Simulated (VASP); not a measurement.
# Li2S (Fm-3m) in VASP: a series of runs

Li2S is run at these levels: LDA, RPBE, r2SCAN+D4; tasks: single point, relaxation of cell and atoms.

All numbers are computed with VASP 6.6.1; they aren't measurements. Logs are shortened: lines on timing, memory, paths and dates and some standing lists are left out, and cuts for length are marked.

**1. The cell of the first run**

It takes space group Fm-3m (No. 225, cubic). The conventional cell has a = 5.567 Å, b = 5.567 Å, c = 5.567 Å, α = 90.00°, β = 90.00°, γ = 90.00°. Li (site symmetry -43m) has 4 S at 2.41 Å and 6 Li at 2.78 Å within 3.2 Å. S (site symmetry m-3m) has 8 Li at 2.41 Å within 3.2 Å.

**2. Single point, LDA**

Input file INCAR:

```
ALGO     = Normal         # electronic algorithm
EDIFF    = 1E-6           # SCF threshold, eV
ENCUT    = 750            # plane-wave cutoff, eV
GGA      = CA             # functional
GGA_COMPAT= False        
ISIF     = 2              # what is computed and relaxed
ISMEAR   = 0              # smearing method
LASPH    = True           # aspherical terms in the spheres
LCHARG   = False          # write CHGCAR
LREAL    = False          # projectors in reciprocal space
LWAVE    = False          # write WAVECAR
NBANDS   = 13             # bands
NELM     = 120            # most SCF steps
PREC     = Accurate       # precision mode
SIGMA    = 0.01           # smearing width, eV
```

Input file KPOINTS:

```
k-points
0
Gamma
  6 6 6
```

Input file POSCAR:

```
Li2S
1.0
    0.0000000000      2.7834840201      2.7834840201
    2.7834840201      0.0000000000      2.7834840201
    2.7834840201      2.7834840201      0.0000000000
Li S
2 1
Direct
    0.2500000000      0.2500000000      0.2500000000
    0.7500000000      0.7500000000      0.7500000000
    0.0000000000      0.0000000000      0.0000000000
```

Potentials or basis: VASP PAW LDA potentials, release 64 (Li_sv, S).

Command:

```bash
> cat potpaw_LDA.64/Li_sv/POTCAR potpaw_LDA.64/S/POTCAR > POTCAR
> mpirun -np 1 vasp_std > vasp.out
```

OUTCAR:

```text
EDIFF = 1E-6
   ENCUT = 750
   GGA = CA
   ISIF = 2
   ISMEAR = 0
   LASPH = True
   LREAL = False
   NELM = 120
   PREC = Accurate

 ion  position               nearest neighbor table
   1  0.250  0.250  0.250-   3 2.41   3 2.41   3 2.41   3 2.41
   2  0.750  0.750  0.750-   3 2.41   3 2.41   3 2.41   3 2.41
   3  0.000  0.000  0.000-   1 2.41   2 2.41   2 2.41   2 2.41   2 2.41   1 2.41   1 2.41   1 2.41

  LATTYP: Found a face centered cubic cell.
 ALAT       =     5.5669680402

  Lattice vectors:

 A1 = (   0.0000000000,   2.7834840201,   2.7834840201)
 A2 = (   2.7834840201,   0.0000000000,   2.7834840201)
 A3 = (   2.7834840201,   2.7834840201,   0.0000000000)

Analysis of symmetry for initial positions (statically):
=====================================================================
 Subroutine PRICEL returns:
 Original cell was already a primitive cell.

 Routine SETGRP: Setting up the symmetry group for a
 face centered cubic supercell.

 Subroutine GETGRP returns: Found 48 space group operations
 (whereof 48 operations were pure point group operations)
 out of a pool of 48 trial point group operations.

The static configuration has the point symmetry O_h .

Analysis of symmetry for dynamics (positions and initial velocities):
=====================================================================
 Subroutine PRICEL returns:
 Original cell was already a primitive cell.

 Routine SETGRP: Setting up the symmetry group for a
 face centered cubic supercell.

 Subroutine GETGRP returns: Found 48 space group operations
 (whereof 48 operations were pure point group operations)
 out of a pool of 48 trial point group operations.

The dynamic configuration has the point symmetry O_h .

 Subroutine INISYM returns: Found 48 space group operations
 (whereof 48 operations are pure point group operations),
 and found     1 'primitive' translations

----------------------------------------------------------------------------------------

                                     Primitive cell

  volume of cell :      43.1317

  direct lattice vectors                    reciprocal lattice vectors
     0.000000000  2.783484020  2.783484020    -0.179630994  0.179630994  0.179630994
     2.783484020  0.000000000  2.783484020     0.179630994 -0.179630994  0.179630994
     2.783484020  2.783484020  0.000000000     0.179630994  0.179630994 -0.179630994

  length of vectors
     3.936440852  3.936440852  3.936440852     0.311130007  0.311130007  0.311130007

  position of ions in fractional coordinates (direct lattice)
     0.250000000  0.250000000  0.250000000
     0.750000000  0.750000000  0.750000000
     0.000000000  0.000000000  0.000000000

  ion indices of the primitive-cell ions
   primitive index   ion index
                 1           1
                 2           2
                 3           3

----------------------------------------------------------------------------------------

 KPOINTS: k-points

Automatic generation of k-mesh.
 Grid dimensions read from file:
 generate k-points for:    6    6    6

 Generating k-lattice:

  Cartesian coordinates                     Fractional coordinates (reciprocal lattice)
    -0.029938499  0.029938499  0.029938499     0.166666667  0.000000000  0.000000000
     0.029938499 -0.029938499  0.029938499     0.000000000  0.166666667  0.000000000
     0.029938499  0.029938499 -0.029938499     0.000000000  0.000000000  0.166666667

  Length of vectors
     0.051855001  0.051855001  0.051855001

  Shift w.r.t. Gamma in fractional coordinates (k-lattice)
     0.000000000  0.000000000  0.000000000

 Subroutine IBZKPT returns following result:
 ===========================================

 Found     16 irreducible k-points:

 Following reciprocal coordinates:
            Coordinates               Weight
  0.000000  0.000000  0.000000      1.000000
  0.166667  0.000000  0.000000      8.000000
  0.333333  0.000000  0.000000      8.000000
  0.500000  0.000000  0.000000      4.000000
  0.166667  0.166667  0.000000      6.000000
  0.333333  0.166667  0.000000     24.000000
[... 8 lines left out ...]
 -0.333333  0.333333  0.166667     24.000000
 -0.333333  0.500000  0.166667     12.000000
   k-points           NKPTS =     16   k-points in BZ     NKDIM =     16   number of bands    NBANDS=     13
   number of dos      NEDOS =    301   number of ions     NIONS =      3
   total plane-waves  NPLWV =  46656
   dimension x,y,z NGX =    36 NGY =   36 NGZ =   36
   dimension x,y,z NGXF=    72 NGYF=   72 NGZF=   72
   ions per type =               2   1
   NGX,Y,Z   is equivalent  to a cutoff of  15.20, 15.20, 15.20 a.u.
   NGXF,Y,Z  is equivalent  to a cutoff of  30.41, 30.41, 30.41 a.u.
 SYSTEM =  unknown system
   PREC   = accura    normal or accurate (medium, high low for compatibility)
   ISTART =      0    job   : 0-new  1-cont  2-samecut
   ICHARG =      2    charge: 1-file 2-atom 10-const
   ISPIN  =      1    spin polarized calculation?
   LNONCOLLINEAR =      F non collinear calculations
   LSORBIT =      F    spin-orbit coupling
   LASPH  =      T    aspherical Exc in radial PAW
   ENCUT  =  750.0 eV  55.12 Ry    7.42 a.u.   8.79  8.79  8.79*2*pi/ulx,y,z
   NELM   =    120;   NELMIN=  2; NELMDL= -5     # of ELM steps
   EDIFF  = 0.1E-05   stopping-criterion for ELM
   LREAL  =      F    real-space projection
   EDIFFG = 0.1E-04   stopping-criterion for IOM
   NSW    =      0    number of steps for IOM
   IBRION =     -1    ionic relax: 0-MD 1-quasi-New 2-CG
   NFREE  =      0    steps in history (QN), initial steepest desc. (CG)
   ISIF   =      2    stress and relaxation
   ISYM   =      2    0-nonsym 1-usesym 2-fastsym
   POTIM  = 0.5000    time-step for ionic-motion
   TEBEG  =    0.0;   TEEND  =   0.0 temperature during run
   PSTRESS=    0.0 pullay stress
   NELECT =      12.0000    total number of electrons
   NUPDOWN=      -1.0000    fix difference up-down
   EMIN   =  10.00;   EMAX   =-10.00  energy-range for DOS
   EFERMI =   0.00;   METHOD = LEGACY
   ISMEAR =     0;   SIGMA  =   0.01  broadening in eV -4-tet -1-fermi 0-gaus
   EFERMI_NEDOS =   21; number of points for ismear=-14 and -15
   IALGO  =     38    algorithm
   IMIX   =      4    mixing-type and parameters
     AMIX     =   0.40;   BMIX     =  1.00
     AMIX_MAG =   1.60;   BMIX_MAG =  1.00
  volume/ion in A,a.u.               =      14.38        97.02
  Fermi-wavevector in a.u.,A,eV,Ry     =   1.068735  2.019615 15.540486  1.142194
  Thomas-Fermi vector in A             =   2.204392
   LORBIT       =      0    0 simple, 1 ext, 2 COOP (PROOUT), +10 PAW based schemes
   GGA     = CA    functional components
   LHFCALC =     F    Hartree Fock is set to
   AEXX    =    0.0000 exact exchange contribution
   IVDW    =     0    specifies the selected vdW correction
   LEPSILON=     F    determine dielectric tensor
   LRPA    =     F    only Hartree local field effects (RPA)
 non-spin polarized calculation
 Gauss-broadening in eV      SIGMA  =   0.01
  energy-cutoff  :      750.00
  volume of cell :       43.13
 maximum number of plane-waves:      2044
   NGX = 17   NGY = 17   NGZ = 17

 number of electron      11.9999997 magnetization

 Free energy of the ion-electron system (eV)
  ---------------------------------------------------
  ext. energy  EPLUGINS =         0.00000000
  ---------------------------------------------------
  free energy    TOTEN  =       -13.01353370 eV

  energy without entropy =      -13.01353370  energy(sigma->0) =      -13.01353370

 E-fermi :   1.9337     XC(G=0):  -9.0894

 val. band max:        1.8367521090   @ k =   0.0000   0.0000   0.0000
 cond. band min:       4.9528662406   @ k =   0.5000   0.5000   0.0000
 fundamental gap:      3.1161141316
 Fermi energy:         1.9337048508

 k-point     1 :       0.0000    0.0000    0.0000
  band No.  band energies     occupation
      1     -41.2513      2.00000
      2     -41.1880      2.00000
      3      -9.3293      2.00000
      4       1.8368      2.00000
      5       1.8368      2.00000
      6       1.8368      2.00000
      7       6.2653      0.00000
      8       7.8725      0.00000
      9       7.8725      0.00000
     10       7.8725      0.00000
     11      13.1430      0.00000
     12      13.1430      0.00000
     13      14.3139      0.00000

 k-point     2 :       0.1667    0.0000    0.0000
  band No.  band energies     occupation
      1     -41.2467      2.00000
      2     -41.1920      2.00000
      3      -9.2195      2.00000
      4       0.7799      2.00000
      5       1.6667      2.00000
      6       1.6667      2.00000
      7       6.9112      0.00000
      8       8.2770      0.00000
      9       8.2770      0.00000
     10       8.6149      0.00000
     11      11.8015      0.00000
     12      11.8015      0.00000
     13      14.6759      0.00000

 k-point     3 :       0.3333    0.0000    0.0000
  band No.  band energies     occupation
      1     -41.2344      2.00000
      2     -41.2029      2.00000
      3      -8.9751      2.00000
      4      -0.7148      2.00000
      5       1.3812      2.00000
      6       1.3812      2.00000
      7       7.7051      0.00000
      8       8.4321      0.00000
      9       8.4321      0.00000
     10       9.8945      0.00000
     11      12.3241      0.00000
     12      12.3241      0.00000
     13      15.5954      0.00000

 k-point     4 :       0.5000    0.0000    0.0000
  band No.  band energies     occupation
      1     -41.2183      2.00000
      2     -41.2182      2.00000
      3      -8.8367      2.00000
      4      -1.3334      2.00000
      5       1.2585      2.00000
      6       1.2585      2.00000
      7       8.0979      0.00000
      8       8.2388      0.00000
      9       8.2388      0.00000
     10      10.3787      0.00000
     11      14.8293      0.00000
     12      14.8295      0.00000
     13      15.1076      0.00000

 k-point     5 :       0.1667    0.1667    0.0000
  band No.  band energies     occupation
      1     -41.2455      2.00000
      2     -41.1929      2.00000
      3      -9.1842      2.00000
      4       1.0063      2.00000
      5       1.3235      2.00000
      6       1.3235      2.00000
      7       6.9425      0.00000
      8       8.1356      0.00000
      9       8.8191      0.00000
     10       8.8191      0.00000
     11      10.7096      0.00000
     12      13.6124      0.00000
     13      15.3151      0.00000
[... 129 lines left out ...]
 k-point    14 :       0.5000    0.3333    0.1667
  band No.  band energies     occupation
      1     -41.2286      2.00000
      2     -41.2076      2.00000
      3      -8.8147      2.00000
      4      -0.5650      2.00000
      5       0.2882      2.00000
      6       0.8081      2.00000
      7       7.0682      0.00000
      8       9.0062      0.00000
      9       9.5659      0.00000
     10      11.2248      0.00000
     11      11.9029      0.00000
     12      14.4424      0.00000
     13      16.1959      0.00000

 k-point    15 :      -0.3333    0.3333    0.1667
  band No.  band energies     occupation
      1     -41.2179      2.00000
      2     -41.2179      2.00000
      3      -8.7220      2.00000
      4      -0.7823      2.00000
      5       0.1298      2.00000
      6       0.5004      2.00000
      7       7.4008      0.00000
      8       8.7539      0.00000
      9      10.9697      0.00000
     10      11.5368      0.00000
     11      11.6404      0.00000
     12      13.8019      0.00000
     13      15.4228      0.00000

 k-point    16 :      -0.3333    0.5000    0.1667
  band No.  band energies     occupation
      1     -41.2230      2.00000
      2     -41.2126      2.00000
      3      -8.6858      2.00000
      4      -0.3409      2.00000
      5      -0.0912      2.00000
      6       0.0189      2.00000
      7       6.3668      0.00000
      8       9.8731      0.00000
      9      10.2639      0.00000
     10      12.1068      0.00000
     11      13.5818      0.00000
     12      14.5714      0.00000
     13      14.6060      0.00000

------------------------ aborting loop because EDIFF is reached ----------------------------------------

  FORCE on cell =-STRESS in cart. coord.  units (eV):
  Direction    XX          YY          ZZ          XY          YZ          ZX
  --------------------------------------------------------------------------------------
  -------------------------------------------------------------------------------------
  Total       -0.0235084     -0.0235084     -0.0235084      0.0000000      0.0000000      0.0000000
  in kB       -0.8732485     -0.8732485     -0.8732485      0.0000000      0.0000000      0.0000000
  external PRESSURE =      -0.8732485 kB  Pullay stress =       0.0000000 kB

 VOLUME and BASIS-vectors are now :
 -----------------------------------------------------------------------------
  energy-cutoff  :      750.00
  volume of cell :       43.13
      direct lattice vectors                 reciprocal lattice vectors
     0.000000000  2.783484020  2.783484020    -0.179630994  0.179630994  0.179630994
     2.783484020  0.000000000  2.783484020     0.179630994 -0.179630994  0.179630994
     2.783484020  2.783484020  0.000000000     0.179630994  0.179630994 -0.179630994

 POSITION                                       TOTAL-FORCE (eV/Angst)
 -----------------------------------------------------------------------------------
      1.39174      1.39174      1.39174         0.000000      0.000000      0.000000
      4.17523      4.17523      4.17523        -0.000000     -0.000000     -0.000000
      0.00000      0.00000      0.00000        -0.000000     -0.000000      0.000000
 -----------------------------------------------------------------------------------
    total drift:                                0.000000      0.000000      0.000000

  FREE ENERGIE OF THE ION-ELECTRON SYSTEM (eV)
  ---------------------------------------------------
  free  energy   TOTEN  =       -13.0135336960 eV

  energy  without entropy=      -13.0135336960  energy(sigma->0) =      -13.01353370
```

Run time: 16 s. Hardware: 1 thread of Intel Xeon 8259CL, shared host; peak memory 0.17 GiB.

Results:

```yaml
Free_energy: -13.0135 eV
Pressure: -0.1 GPa
Band_gap_on_the_k_mesh: 3.12 eV (least direct gap 4.43 eV)
```

A k mesh can miss the band edges. Expect the measured gap to be larger: semilocal functionals such as LDA lack the derivative discontinuity.

**3. Single point, RPBE**

This run uses another cell than the first one, of 16.10 Å³/atom.

Input file INCAR:

```
SYSTEM = Li2S
PREC = Accurate
ENCUT = 750
EDIFF = 1E-6
ISMEAR = 0
SIGMA = 0.01
LREAL = .False.
LASPH = .True.
NELM = 120
ALGO = Normal
ISIF = 2
LWAVE = .False.
LCHARG = .False.
GGA = RP
NBANDS = 13
GGA_COMPAT = .False.
```

Input file KPOINTS:

```
Automatic mesh
0
Gamma
  6 6 6
  0 0 0
```

Input file POSCAR:

```
Li2S
1.0
    0.0000000000      2.8904701204      2.8904701204
    2.8904701204      0.0000000000      2.8904701204
    2.8904701204      2.8904701204      0.0000000000
Li S
2 1
Direct
    0.2500000000      0.2500000000      0.2500000000
    0.7500000000      0.7500000000      0.7500000000
    0.0000000000      0.0000000000      0.0000000000
```

Potentials or basis: VASP PAW PBE potentials, release 64 (Li_sv, S).

Command:

```bash
> cat potpaw_PBE.64/Li_sv/POTCAR potpaw_PBE.64/S/POTCAR > POTCAR
> mpirun -np 1 vasp_std > vasp.out
```

Wall time 36 s (1 thread of Intel Xeon 8259CL, shared host); peak memory 0.23 GiB.

Results (log left out):

| Item | Value |
| --- | --- |
| Free energy | -11.4565 eV |
| Pressure | -0.2 GPa |
| Band gap on the k mesh | 3.57 eV (least direct gap 4.24 eV) |

Levels at points of the mesh, in eV from the valence-band top:
```csv
k point,band 4,band 5,band 6,band 7,band 8,band 9
"(0.00, 0.00, 0.00)",0.00,0.00,0.00,4.24,6.32,6.32
"(0.50, 0.00, 0.00)",-2.69,-0.47,-0.47,6.04,6.66,6.66
"(0.50, 0.50, 0.00)",-2.05,-1.31,-1.31,3.57,7.05,10.96
```

Caveat: the PAW data sets were made with another functional, which shifts forces and pressure a little. Expect the measured gap to be larger: semilocal functionals such as RPBE lack the derivative discontinuity.

[end of part 1 of 2]
